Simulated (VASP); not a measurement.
# Mg (Im-3m) in VASP: a series of runs

The runs below take Mg through single point, with LDA.

Program: VASP 6.6.1. These are calculated values, not measurements. Logs are shortened: lines on timing, memory, paths and dates and some standing lists are left out, and cuts for length are marked.

### 1 The cell of the first run

It takes space group Im-3m (No. 229, cubic). The conventional cell has a = 3.546 Å, b = 3.546 Å, c = 3.546 Å, α = 90.00°, β = 90.00°, γ = 90.00°. Mg (site symmetry m-3m) has 14 Mg at 3.07 to 3.55 Å within 4.0 Å.

### 2 Single point, LDA

INCAR

```
SYSTEM = Mg
  PREC = Accurate
  ENCUT = 520
  EDIFF = 1E-6
  ISMEAR = 0
  SIGMA = 0.15
  LREAL = .FALSE.
  LASPH = .TRUE.
  NELM = 80
  ALGO = Fast
  ISIF = 2
  LWAVE = .FALSE.
  LCHARG = .TRUE.
  LELF = .TRUE.
  LVHAR = .TRUE.
  NBANDS = 7
```

KPOINTS

```
regular mesh
0
G
  18 18 18
  0 0 0
```

POSCAR

```
Mg
1.0
   -1.7727644967      1.7727644967      1.7727644967
    1.7727644967     -1.7727644967      1.7727644967
    1.7727644967      1.7727644967     -1.7727644967
Mg
1
Direct
    0.0000000000      0.0000000000      0.0000000000
```

Potentials or basis: VASP PAW LDA potentials, release 64 (Mg).

Launch:

```bash
cat potpaw_LDA.64/Mg/POTCAR > POTCAR
mpirun -np 1 vasp_std > vasp.out
```

OUTCAR:

```text
SYSTEM = Mg
   PREC = Accurate
   ENCUT = 520
   EDIFF = 1E-6
   ISMEAR = 0
   LREAL = .FALSE.
   LASPH = .TRUE.
   NELM = 80
   ISIF = 2

 ion  position               nearest neighbor table
   1  0.000  0.000  0.000-

  LATTYP: Found a body centered cubic cell.
 ALAT       =     3.5455289934

  Lattice vectors:

 A1 = (  -1.7727644967,   1.7727644967,   1.7727644967)
 A2 = (   1.7727644967,  -1.7727644967,   1.7727644967)
 A3 = (   1.7727644967,   1.7727644967,  -1.7727644967)

Analysis of symmetry for initial positions (statically):
=====================================================================
 Subroutine PRICEL returns:
 Original cell was already a primitive cell.

 Routine SETGRP: Setting up the symmetry group for a
 body centered cubic supercell.

 Subroutine GETGRP returns: Found 48 space group operations
 (whereof 48 operations were pure point group operations)
 out of a pool of 48 trial point group operations.

The static configuration has the point symmetry O_h .

Analysis of symmetry for dynamics (positions and initial velocities):
=====================================================================
 Subroutine PRICEL returns:
 Original cell was already a primitive cell.

 Routine SETGRP: Setting up the symmetry group for a
 body centered cubic supercell.

 Subroutine GETGRP returns: Found 48 space group operations
 (whereof 48 operations were pure point group operations)
 out of a pool of 48 trial point group operations.

The dynamic configuration has the point symmetry O_h .

 Subroutine INISYM returns: Found 48 space group operations
 (whereof 48 operations are pure point group operations),
 and found     1 'primitive' translations

----------------------------------------------------------------------------------------

                                     Primitive cell

  volume of cell :      22.2850

  direct lattice vectors                    reciprocal lattice vectors
    -1.772764497  1.772764497  1.772764497     0.000000000  0.282045360  0.282045360
     1.772764497 -1.772764497  1.772764497     0.282045360  0.000000000  0.282045360
     1.772764497  1.772764497 -1.772764497     0.282045360  0.282045360  0.000000000

  length of vectors
     3.070518178  3.070518178  3.070518178     0.398872373  0.398872373  0.398872373

  position of ions in fractional coordinates (direct lattice)
     0.000000000  0.000000000  0.000000000

  ion indices of the primitive-cell ions
   primitive index   ion index
                 1           1

----------------------------------------------------------------------------------------

 KPOINTS: regular mesh

Automatic generation of k-mesh.
 Grid dimensions read from file:
 generate k-points for:   18   18   18

 Generating k-lattice:

  Cartesian coordinates                     Fractional coordinates (reciprocal lattice)
     0.000000000  0.015669187  0.015669187     0.055555556  0.000000000  0.000000000
     0.015669187  0.000000000  0.015669187     0.000000000  0.055555556  0.000000000
     0.015669187  0.015669187  0.000000000     0.000000000  0.000000000  0.055555556

  Length of vectors
     0.022159576  0.022159576  0.022159576

  Shift w.r.t. Gamma in fractional coordinates (k-lattice)
     0.000000000  0.000000000  0.000000000

 Subroutine IBZKPT returns following result:
 ===========================================

 Found    195 irreducible k-points:

 Following reciprocal coordinates:
            Coordinates               Weight
  0.000000  0.000000  0.000000      1.000000
  0.055556  0.000000  0.000000     12.000000
  0.111111  0.000000  0.000000     12.000000
  0.166667  0.000000  0.000000     12.000000
  0.222222  0.000000  0.000000     12.000000
  0.277778  0.000000  0.000000     12.000000
[... 16 lines left out ...]
  0.333333  0.111111  0.000000     48.000000
  0.388889  0.111111  0.000000     48.000000
 [... further k-points ...]
   k-points           NKPTS =    195   k-points in BZ     NKDIM =    195   number of bands    NBANDS=      7
   number of dos      NEDOS =    301   number of ions     NIONS =      1
   total plane-waves  NPLWV =  13824
   dimension x,y,z NGX =    24 NGY =   24 NGZ =   24
   dimension x,y,z NGXF=    48 NGYF=   48 NGZF=   48
   ions per type =               1
   NGX,Y,Z   is equivalent  to a cutoff of  12.99, 12.99, 12.99 a.u.
   NGXF,Y,Z  is equivalent  to a cutoff of  25.99, 25.99, 25.99 a.u.
 SYSTEM =  Mg
   PREC   = accura    normal or accurate (medium, high low for compatibility)
   ISTART =      0    job   : 0-new  1-cont  2-samecut
   ICHARG =      2    charge: 1-file 2-atom 10-const
   ISPIN  =      1    spin polarized calculation?
   LNONCOLLINEAR =      F non collinear calculations
   LSORBIT =      F    spin-orbit coupling
   LASPH  =      T    aspherical Exc in radial PAW
   ENCUT  =  520.0 eV  38.22 Ry    6.18 a.u.   5.71  5.71  5.71*2*pi/ulx,y,z
   NELM   =     80;   NELMIN=  2; NELMDL= -5     # of ELM steps
   EDIFF  = 0.1E-05   stopping-criterion for ELM
   LREAL  =      F    real-space projection
[... 7 lines left out ...]
   TEBEG  =    0.0;   TEEND  =   0.0 temperature during run
   PSTRESS=    0.0 pullay stress
   NELECT =       2.0000    total number of electrons
   NUPDOWN=      -1.0000    fix difference up-down
   EMIN   =  10.00;   EMAX   =-10.00  energy-range for DOS
   EFERMI =   0.00;   METHOD = LEGACY
   ISMEAR =     0;   SIGMA  =   0.15  broadening in eV -4-tet -1-fermi 0-gaus
   EFERMI_NEDOS =   21; number of points for ismear=-14 and -15
   IALGO  =     68    algorithm
   IMIX   =      4    mixing-type and parameters
     AMIX     =   0.40;   BMIX     =  1.00
     AMIX_MAG =   1.60;   BMIX_MAG =  1.00
  volume/ion in A,a.u.               =      22.29       150.39
  Fermi-wavevector in a.u.,A,eV,Ry     =   0.732960  1.385094  7.309469  0.537231
  Thomas-Fermi vector in A             =   1.825552
   LORBIT       =      0    0 simple, 1 ext, 2 COOP (PROOUT), +10 PAW based schemes
   GGA     = CA    functional components
   LHFCALC =     F    Hartree Fock is set to
   AEXX    =    0.0000 exact exchange contribution
   IVDW    =     0    specifies the selected vdW correction
   LEPSILON=     F    determine dielectric tensor
   LRPA    =     F    only Hartree local field effects (RPA)
 non-spin polarized calculation
 RMM-DIIS sequential band-by-band and
 Gauss-broadening in eV      SIGMA  =   0.15
  energy-cutoff  :      520.00
  volume of cell :       22.29
 maximum number of plane-waves:       611
   NGX = 11   NGY = 11   NGZ = 11

 number of electron       2.0000000 magnetization

 Free energy of the ion-electron system (eV)
  ---------------------------------------------------
  ext. energy  EPLUGINS =         0.00000000
  ---------------------------------------------------
  free energy    TOTEN  =        -1.77929542 eV

  energy without entropy =       -1.77528161  energy(sigma->0) =       -1.77728852

 E-fermi :   2.6529     XC(G=0):  -8.7796

 val. band max:        2.6212667207   @ k =  -0.3889   0.4444   0.3333
 cond. band min:       2.6829591399   @ k =  -0.4444   0.4444   0.3333
 fundamental gap:      0.0616924192
 Fermi energy:         2.6529024289

 k-point     1 :       0.0000    0.0000    0.0000
  band No.  band energies     occupation
      1      -4.4196      2.00000
      2      15.7666      0.00000
      3      15.7666      0.00000
      4      15.7666      0.00000
      5      17.8624      0.00000
      6      17.8895      0.00000
      7      17.8898      0.00000

 k-point     2 :       0.0556    0.0000    0.0000
  band No.  band energies     occupation
      1      -4.3456      2.00000
      2      14.8841      0.00000
      3      15.3851      0.00000
      4      15.3956      0.00000
      5      17.0151      0.00000
      6      17.2071      0.00000
      7      18.0392      0.00000

 k-point     3 :       0.1111    0.0000    0.0000
  band No.  band energies     occupation
      1      -4.1239      2.00000
      2      13.0720      0.00000
      3      14.6345      0.00000
      4      14.6949      0.00000
      5      16.1110      0.00000
      6      16.7057      0.00000
      7      18.2832      0.00000

 k-point     4 :       0.1667    0.0000    0.0000
  band No.  band energies     occupation
      1      -3.7556      2.00000
      2      11.1349      0.00000
      3      13.8318      0.00000
      4      14.0175      0.00000
      5      15.2969      0.00000
      6      16.2175      0.00000
      7      18.6715      0.00000

 k-point     5 :       0.2222    0.0000    0.0000
  band No.  band energies     occupation
      1      -3.2423      2.00000
      2       9.2502      0.00000
      3      13.1040      0.00000
      4      13.4240      0.00000
      5      14.6001      0.00000
      6      15.7174      0.00000
      7      19.2087      0.00000

 k-point     6 :       0.2778    0.0000    0.0000
  band No.  band energies     occupation
      1      -2.5866      2.00000
      2       7.4596      0.00000
      3      12.4896      0.00000
      4      12.9328      0.00000
      5      14.0279      0.00000
      6      15.2473      0.00000
      7      19.7533      0.00000

 k-point     7 :       0.3333    0.0000    0.0000
  band No.  band energies     occupation
      1      -1.7915      2.00000
      2       5.7779      0.00000
      3      12.0040      0.00000
      4      12.5493      0.00000
      5      13.5826      0.00000
      6      14.8462      0.00000
      7      20.3359      0.00000

 k-point     8 :       0.3889    0.0000    0.0000
  band No.  band energies     occupation
      1      -0.8617      2.00000
      2       4.2136      0.00000
      3      11.6539      0.00000
      4      12.2752      0.00000
      5      13.2646      0.00000
      6      14.5420      0.00000
      7      20.9849      0.00000

 k-point     9 :       0.4444    0.0000    0.0000
  band No.  band energies     occupation
      1       0.1921      2.00000
      2       2.7788      0.23511
      3      11.4428      0.00000
      4      12.1108      0.00000
      5      13.0739      0.00000
      6      14.3528      0.00000
      7      21.6128      0.00000

 k-point    10 :       0.5000    0.0000    0.0000
  band No.  band energies     occupation
      1       1.1429      2.00000
      2       1.7010      2.00000
      3      11.3723      0.00000
      4      12.0560      0.00000
      5      13.0103      0.00000
      6      14.2887      0.00000
      7      21.9285      0.00000

 k-point    11 :       0.0556    0.0556    0.0000
  band No.  band energies     occupation
      1      -4.1977      2.00000
      2      13.9351      0.00000
      3      14.1319      0.00000
      4      15.0308      0.00000
      5      16.6536      0.00000
      6      16.9024      0.00000
      7      18.3539      0.00000
[... 51 lines left out ...]
 k-point    17 :       0.3889    0.0556   -0.0000
  band No.  band energies     occupation
      1      -0.2959      2.00000
      2       3.5292      0.00000
      3      10.6127      0.00000
      4      12.0438      0.00000
      5      13.6049      0.00000
      6      15.1891      0.00000
      7      20.6707      0.00000

 k-point    18 :       0.4444    0.0556    0.0000
  band No.  band energies     occupation
      1       0.7990      2.00000
      2       2.1808      1.99999
      3      10.4785      0.00000
      4      11.9248      0.00000
      5      13.4748      0.00000
      6      15.0712      0.00000
      7      21.3806      0.00000

 k-point    19 :       0.1111    0.1111    0.0000
  band No.  band energies     occupation
      1      -3.5352      2.00000
      2      11.0566      0.00000
      3      11.5926      0.00000
      4      13.7081      0.00000
      5      16.0348      0.00000
      6      16.6734      0.00000
      7      18.8987      0.00000

 k-point    20 :       0.1667    0.1111    0.0000
  band No.  band energies     occupation
      1      -3.0232      2.00000
      2       9.3790      0.00000
      3      10.6978      0.00000
      4      13.0871      0.00000
      5      15.6434      0.00000
      6      16.7951      0.00000
      7      18.5915      0.00000

 k-point    21 :       0.2222    0.1111    0.0000
  band No.  band energies     occupation
      1      -2.3690      2.00000
      2       7.6292      0.00000
      3      10.0786      0.00000
      4      12.5540      0.00000
      5      15.1537      0.00000
      6      16.9686      0.00000
      7      18.4710      0.00000

 k-point    22 :       0.2778    0.1111   -0.0000
  band No.  band energies     occupation
      1      -1.5759      2.00000
      2       5.9654      0.00000
      3       9.6051      0.00000
      4      12.1297      0.00000
      5      14.7342      0.00000
      6      16.9268      0.00000
      7      18.7904      0.00000

 k-point    23 :       0.3333    0.1111    0.0000
  band No.  band energies     occupation
      1      -0.6486      2.00000
      2       4.4113      0.00000
      3       9.2676      0.00000
      4      11.8226      0.00000
      5      14.4230      0.00000
      6      16.7709      0.00000
      7      19.4329      0.00000

 k-point    24 :       0.3889    0.1111    0.0000
  band No.  band energies     occupation
      1       0.4018      2.00000
      2       2.9838      0.00181
      3       9.0651      0.00000
      4      11.6370      0.00000
      5      14.2330      0.00000
      6      16.6437      0.00000
      7      20.2051      0.00000

 [... further k-points ...]
[... 5 lines left out ...]
  --------------------------------------------------------------------------------------
  -------------------------------------------------------------------------------------
  Total       -0.2067890     -0.2067890     -0.2067890     -0.0000000     -0.0000000     -0.0000000
  in kB      -14.8670515    -14.8670515    -14.8670515     -0.0000000     -0.0000000     -0.0000000
  external PRESSURE =     -14.8670515 kB  Pullay stress =       0.0000000 kB

 VOLUME and BASIS-vectors are now :
 -----------------------------------------------------------------------------
  energy-cutoff  :      520.00
  volume of cell :       22.29
      direct lattice vectors                 reciprocal lattice vectors
    -1.772764497  1.772764497  1.772764497     0.000000000  0.282045360  0.282045360
     1.772764497 -1.772764497  1.772764497     0.282045360  0.000000000  0.282045360
     1.772764497  1.772764497 -1.772764497     0.282045360  0.282045360  0.000000000

 POSITION                                       TOTAL-FORCE (eV/Angst)
 -----------------------------------------------------------------------------------
      0.00000      0.00000      0.00000        -0.000000     -0.000000     -0.000000
 -----------------------------------------------------------------------------------
    total drift:                                0.000000      0.000000     -0.000000

  FREE ENERGIE OF THE ION-ELECTRON SYSTEM (eV)
  ---------------------------------------------------
  free  energy   TOTEN  =        -1.7792954202 eV

  energy  without entropy=       -1.7752816122  energy(sigma->0) =       -1.77728852
```

It took 6.6 s on 1 thread of Intel Xeon 6975P-C (Granite Rapids), shared host; peak memory 0.14 GiB.

What came out:

- Free energy: -1.7793 eV
- Pressure: -1.5 GPa
- Band gap on the k mesh: zero (band 1 reaches 6.54 eV, above the bottom of band 2 at 1.70 eV)

### 3 Single point, LDA

INCAR

```
SYSTEM = Mg
PREC = Accurate
ENCUT = 520
EDIFF = 1E-6
ISMEAR = 0
SIGMA = 0.15
LREAL = .False.
LASPH = .True.
NELM = 80
ALGO = Fast
ISIF = 2
LWAVE = .False.
LCHARG = .False.
NBANDS = 7
```

KPOINTS

```
regular mesh
0
Gamma
  20 20 20
  0 0 0
```

POSCAR is that of step 2.

Potentials or basis: VASP PAW LDA potentials, release 64 (Mg).

Launch:

```bash
cat potpaw_LDA.64/Mg/POTCAR > POTCAR
mpirun -np 1 vasp_std > vasp.out
```

OUTCAR:

```text
SYSTEM = Mg
   PREC = Accurate
   ENCUT = 520
   EDIFF = 1E-6
   ISMEAR = 0
   LREAL = .False.
   LASPH = .True.
   NELM = 80
   ISIF = 2

 ion  position               nearest neighbor table
   1  0.000  0.000  0.000-

  LATTYP: Found a body centered cubic cell.
 ALAT       =     3.5455289934

  Lattice vectors:

 A1 = (  -1.7727644967,   1.7727644967,   1.7727644967)
 A2 = (   1.7727644967,  -1.7727644967,   1.7727644967)
 A3 = (   1.7727644967,   1.7727644967,  -1.7727644967)

[... 411 lines left out ...]
  band No.  band energies     occupation
      1      -2.1094      2.00000
      2       6.9190      0.00000
      3      10.1676      0.00000
      4      12.4349      0.00000
      5      14.8336      0.00000
      6      16.7875      0.00000
      7      18.5786      0.00000

 [... further k-points ...]
[... 5 lines left out ...]
  --------------------------------------------------------------------------------------
  -------------------------------------------------------------------------------------
  Total       -0.2095157     -0.2095157     -0.2095157     -0.0000000      0.0000000     -0.0000000
  in kB      -15.0630896    -15.0630896    -15.0630896     -0.0000000      0.0000000     -0.0000000
  external PRESSURE =     -15.0630896 kB  Pullay stress =       0.0000000 kB

 VOLUME and BASIS-vectors are now :
 -----------------------------------------------------------------------------
  energy-cutoff  :      520.00
  volume of cell :       22.29
      direct lattice vectors                 reciprocal lattice vectors
    -1.772764497  1.772764497  1.772764497     0.000000000  0.282045360  0.282045360
     1.772764497 -1.772764497  1.772764497     0.282045360  0.000000000  0.282045360
     1.772764497  1.772764497 -1.772764497     0.282045360  0.282045360  0.000000000

 POSITION                                       TOTAL-FORCE (eV/Angst)
 -----------------------------------------------------------------------------------
      0.00000      0.00000      0.00000        -0.000000     -0.000000      0.000000
 -----------------------------------------------------------------------------------
    total drift:                                0.000000     -0.000000     -0.000000

  FREE ENERGIE OF THE ION-ELECTRON SYSTEM (eV)
  ---------------------------------------------------
  free  energy   TOTEN  =        -1.7802247224 eV

  energy  without entropy=       -1.7757876006  energy(sigma->0) =       -1.77800616
```

stdout:

```text
POSCAR found type information on POSCAR Mg
 POSCAR found :  1 types and       1 ions
 scaLAPACK will be used
 LDA part: xc-table for (Slater(with rela. corr.)+CA(PZ))
 , standard interpolation
 POSCAR, INCAR and KPOINTS ok, starting setup
 FFT: planning ... GRIDC
 FFT: planning ... GRID_SOFT
 FFT: planning ... GRID
 WAVECAR not read
 entering main loop
```

Wall time 7.8 s (1 thread of Intel Xeon 6975P-C (Granite Rapids), shared host); peak memory 0.15 GiB.

Results:

```yaml
Free_energy: -1.7802 eV
Pressure: -1.5 GPa
Band_gap_on_the_k_mesh: zero (band 1 reaches 6.54 eV, above the bottom of band 2 at 1.70 eV)
```

Levels at points of the mesh, in eV from the Fermi level:
```tsv
k point	band 1	band 2	band 3	band 4	band 5	band 6
(0.00, 0.00, 0.00)	-7.09	13.10	13.10	13.10	15.19	15.22
(0.50, 0.00, 0.00)	-1.53	-0.97	8.70	9.39	10.34	11.62
(0.50, 0.50, 0.50)	3.87	3.87	3.87	4.06	4.06	7.55
```
